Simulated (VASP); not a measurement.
SrCl2, 3 atoms in the cell. The structure is trigonal, space group R-3m (No. 166). Conventional cell: a = 5.844 Å, b = 5.844 Å, c = 8.589 Å, α = 90.00°, β = 90.00°, γ = 120.00°. Sr (site symmetry -3m) has 2 Cl at 2.15 Å within 2.8 Å. Cl (site symmetry 3m) has 1 Sr at 2.15 Å within 2.8 Å.  This cell differs from its parent crystal: ratio of the length along [111] to the lengths across it x 0.6, volume and fractional coordinates fixed.

```yaml
Program: VASP 6.6.1
Task: single point
Functional: PBE
Potentials_or_basis: VASP PAW PBE potentials, release 64 (Sr_sv, Cl)
Cutoff: 520 eV
k_mesh: 6 × 6 × 6
Occupations: gaussian, width 0.05 eV
Spin: no spin polarisation
Dipole_correction: no
Further_INCAR_settings: ALGO = Normal; EDIFF = 1e-06; NBANDS = 19
```

Potentials or basis: VASP PAW PBE potentials, release 64 (Sr_sv, Cl).

Launch:

```bash
$ cat potpaw_PBE.64/Sr_sv/POTCAR potpaw_PBE.64/Cl/POTCAR > POTCAR
$ mpirun -np 1 vasp_std > vasp.out
```

Hardware: 1 thread of Intel(R) Xeon(R) Platinum 8259CL CPU @ 2.50GHz (Skylake/Cascade Lake) (shared host).

Problem. Estimate the wall time of this run.

Solution. It took 37 s on 1 thread of Intel(R) Xeon(R) Platinum 8259CL CPU @ 2.50GHz (Skylake/Cascade Lake) (shared host), peak memory 0.22 GiB. Counts: scf iterations 14, k points 32.
